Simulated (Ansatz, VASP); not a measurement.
**Two plane-wave programs on Cd2Te**

INCAR

```
PREC     = Accurate       # precision mode
ENCUT    = 600            # plane-wave cutoff, eV
EDIFF    = 1E-6           # SCF threshold, eV
ISMEAR   = 0              # smearing method
SIGMA    = 0.2            # smearing width, eV
LREAL    = F              # projectors in reciprocal space
LASPH    = T              # aspherical terms in the spheres
NELM     = 100            # most SCF steps
ALGO     = Normal         # electronic algorithm
ISIF     = 3              # what is computed and relaxed
LWAVE    = F              # write WAVECAR
LCHARG   = F              # write CHGCAR
GGA      = PE             # functional
IBRION   = 2              # ionic algorithm
NSW      = 36             # ionic steps
EDIFFG   = -0.08          # ionic threshold
```

Contents of KPOINTS:

```
Automatic mesh
0
Gamma
  6 6 3
```

The input POSCAR:

```
Cd2Te
1.0
    3.7804256500      0.0000000000      0.0000000000
   -1.8902128300      3.2739446500      0.0000000000
    0.0000000000      0.0000000000      6.0877671200
Cd Te
2 1
Direct
    0.3333333300      0.6666666700      0.2500000000
    0.6666666700      0.3333333300      0.7500000000
    0.0000000000      0.0000000000      0.0000000000
```

Input for Ansatz:

```yaml
crystal:
  lattice:
    - [3.78042565, 0.0, 0.0]
    - [-1.89021283, 3.27394465, 0.0]
    - [0.0, 0.0, 6.08776712]
  atoms:
    - { symbol: Cd, position: [0.33333333, 0.66666667, 0.25] }
    - { symbol: Cd, position: [0.66666667, 0.33333333, 0.75] }
    - { symbol: Te, position: [0.0, 0.0, 0.0] }
basis:
  ecutwfc: 420
kpoints:
  mp_grid: { grid: [6, 6, 3] }
hamiltonian:
  xc: pbe
scf:
  occupations: { method: gaussian, width: 0.2 }
  lower_state_search: "off"
output:
  forces: true
  stress: true
  eigenvalues: true
relax:
  adjacent_minimum: "off"
  f_tol: 0.08
  max_steps: 16
  cell: { stress_tol: 0.8 }
```

Change from the starting cell: species swapped into the SnSe2 type (P-3m1, No. 164).

Alike in both runs: task relaxation of cell and atoms; functional PBE; k mesh 6 × 6 × 3; occupations gaussian, width 0.2 eV; no spin polarisation.

|  | VASP | Ansatz |
| --- | --- | --- |
| version | VASP 6.6.1 | Ansatz 0.2.0 |
| potentials or method | VASP PAW PBE potentials, release 64 (Cd, Te), cutoff 600 eV | scalar-relativistic, plane waves, PAW |
| valence electrons in the cell | 30 | 56 |

```csv
,VASP,Ansatz,Ansatz less VASP
"gap on the k mesh at the Fermi level, each at its own relaxed structure (eV)",none,none,-
relaxed volume (Å³/atom),28.39,28.55,+0.166
relaxed length of the cell vector where the two differ most in proportion (Å),5.363,5.449,+0.0856
```

A gap of «none» marks a metal or a gap that the smearing closes. VASP's potentials hold 30 valence electrons a cell and Ansatz's 56, so a difference there can come from the potentials and not from the codes.

Spin-orbit coupling is off throughout.
